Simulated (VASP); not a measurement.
Crystal: CuO.

```xyz
4
Lattice="2.3418 -1.7113 0.0000 2.3418 1.7113 0.0000 -0.8500 0.0000 5.0579" Properties=species:S:1:pos:R:3 pbc="T T T"
Cu    1.1709    0.8556    0.0000
Cu    0.7459   -0.8556    2.5289
O     2.1293   -0.2793    1.2645
O     1.7043    0.2793    3.7934
```

Base run:

* Program: VASP 6.6.1
* Functional: PBE
* Potentials or basis: VASP PAW PBE potentials, release 64 (Cu_sv_GW, O)
* Cutoff: 700 eV
* k mesh: 7 × 7 × 4
* Occupations: gaussian, width 0.05 eV
* Spin: collinear spin, ferromagnetic start
* Starting moments: [0.69, 0.69, 0.36, 0.36] μB
* Hubbard terms: Cu d U = 5.0 eV

Its results: band gap on the k mesh 0.71 eV (least direct gap 0.73 eV); pressure 4.2 GPa; net moment 2.00 μB per cell; largest force 0.021 eV/Å.

Q: The run is repeated on the same cell with these changes: spin from collinear spin, ferromagnetic start to collinear spin, zero start; moments at the start from [0.69, 0.69, 0.36, 0.36] to [0.0, 0.0, 0.0, 0.0]. What comes out?

A: Band gap on the k mesh zero (filled and empty bands overlap); pressure 2.3 GPa; net moment 0.00 μB per cell; largest force 0.197 eV/Å.

Caveats: the cell stands under pressure (at least some runs); an odd mesh through Γ misses points on the zone boundary, where band edges can lie (at least some runs).
